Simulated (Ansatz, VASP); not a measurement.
**One calculation of Sb, two programs**

Contents of INCAR:

```
PREC = Accurate
ENCUT = 520
EDIFF = 1E-8
ISMEAR = -1
SIGMA = 0.05
LREAL = F
LASPH = T
NELM = 60
ALGO = Normal
ISIF = 2
LWAVE = F
LCHARG = F
GGA = PE
LEFG = T
NBANDS = 12
```

KPOINTS

```
Automatic mesh
0
Gamma
  9 9 9
```

Contents of POSCAR:

```
Sb
1.0
    2.1648431334      1.2498727658      3.7687954246
   -2.1648431334      1.2498727658      3.7687954246
    0.0000000000     -2.4997455315      3.7687954246
Sb
2
Direct
    0.2336400000      0.2336400000      0.2336400000
    0.7663600000      0.7663600000      0.7663600000
```

Input for Ansatz:

```yaml
crystal:
  lattice:
    - [2.1648431334, 1.2498727658, 3.7687954246]
    - [-2.1648431334, 1.2498727658, 3.7687954246]
    - [0.0, -2.4997455315, 3.7687954246]
  atoms:
    - { symbol: Sb, position: [0.23364, 0.23364, 0.23364] }
    - { symbol: Sb, position: [0.76636, 0.76636, 0.76636] }
kpoints:
  mp_grid: { grid: [9, 9, 9] }
scf:
  occupations: { method: fermi_dirac, width: 0.05 }
hamiltonian:
  xc: pbe
  pseudopotentials: { kind: all_electron, datasets: crystal }
output:
  forces: true
  stress: true
  eigenvalues: true
  efg: { contact_densities: true }
```

Change from the starting cell: volume scaled by 1.02, crystal datasets.

Alike in both runs: task electric field gradients; functional PBE; k mesh 9 × 9 × 9; occupations fermi-dirac, width 0.05 eV; no spin polarisation.

|  | VASP | Ansatz |
| --- | --- | --- |
| version | VASP 6.6.1 | Ansatz 0.2.0 |
| potentials or method | VASP PAW PBE potentials, release 64 (Sb), cutoff 520 eV | all-electron PAW with datasets made for the crystal, scalar-relativistic |

```csv
,VASP,Ansatz,Ansatz less VASP
pressure (GPa),2.0,1.9,-0.05
"traceless stress, the component that is largest in VASP (GPa)",-0.21,-0.18,+0.032
rms of the force components (eV/Å),0.079,0.056,-0.0235
size of Vzz on the site where it differs most (V/Å²),45.9,49.9,+4.04
```

Atom by atom the forces differ by 0.023 eV/Å (rms over components). Ansatz ran all-electron here, and VASP with PAW potentials.

Spin-orbit coupling is off throughout.
